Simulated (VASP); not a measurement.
Input of a VASP 6.6.1 run:

The input INCAR:

```
PREC = Accurate
ENCUT = 520
EDIFF = 1E-6
ISMEAR = 1
SIGMA = 0.1
LREAL = F
LASPH = T
NELM = 100
ALGO = Normal
ISIF = 2
LWAVE = F
LCHARG = F
GGA = CA
NBANDS = 22
```

Contents of KPOINTS:

```
Automatic mesh
0
Gamma
  12 12 7
```

POSCAR

```
Rh
1.0
    2.6752300712      0.0000000000      0.0000000000
   -1.3376150356      2.3168191057      0.0000000000
    0.0000000000      0.0000000000      4.3380872866
Rh
2
Direct
    0.6666666667      0.3333333333      0.7500000000
    0.3333333333      0.6666666667      0.2500000000
```

Potentials or basis: VASP PAW LDA potentials, release 64 (Rh_pv).

Run with:

```console
$ cat potpaw_LDA.64/Rh_pv/POTCAR > POTCAR
$ mpirun -np 1 vasp_std > vasp.out
```

Question: Predict the pressure.

Answer: -3.2 GPa.

Question: Predict the band gap on the k mesh.

Answer: Zero (band 15 reaches 12.88 eV, above the bottom of band 16 at 10.36 eV).

Stress tensor (GPa, compression positive):
```
-3.40  0.00  0.00
 0.00 -3.40  0.00
 0.00  0.00 -2.90
```
